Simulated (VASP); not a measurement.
Input of a VASP 6.6.1 run:

The input INCAR:

```
PREC = Accurate ; ENCUT = 520
EDIFF = 1E-6 ; ISMEAR = -1
SIGMA = 0.1 ; LREAL = False
LASPH = True ; NELM = 80
ALGO = Normal ; ISIF = 2
LWAVE = False ; LCHARG = False
GGA = RP ; NBANDS = 22
```

KPOINTS

```
Automatic mesh
0
Gamma
  8 8 8
```

Contents of POSCAR:

```
Bi
1.0
    0.0000000000      3.6904461810      3.6904461810
    3.6904461810      0.0000000000      3.6904461810
    3.6904461810      3.6904461810      0.0000000000
Bi
2
Direct
    0.1250000000      0.1250000000      0.1250000000
    0.8750000000      0.8750000000      0.8750000000
```

Potentials or basis: VASP PAW PBE potentials, release 64 (Bi_d).

Run with:

```console
$ cat potpaw_PBE.64/Bi_d/POTCAR > POTCAR
$ mpirun -np 1 vasp_std > vasp.out
```

(1) Predict the pressure.

(2) What does it give for the band gap on the k mesh?

## Answers

(1) 0.0 GPa.

(2) zero (band 15 reaches 3.89 eV, above the bottom of band 16 at 3.05 eV).

Caveat: the PAW data sets were made with another functional, which shifts forces and pressure a little; spin-orbit coupling is left out, which moves the levels of the heavy elements.
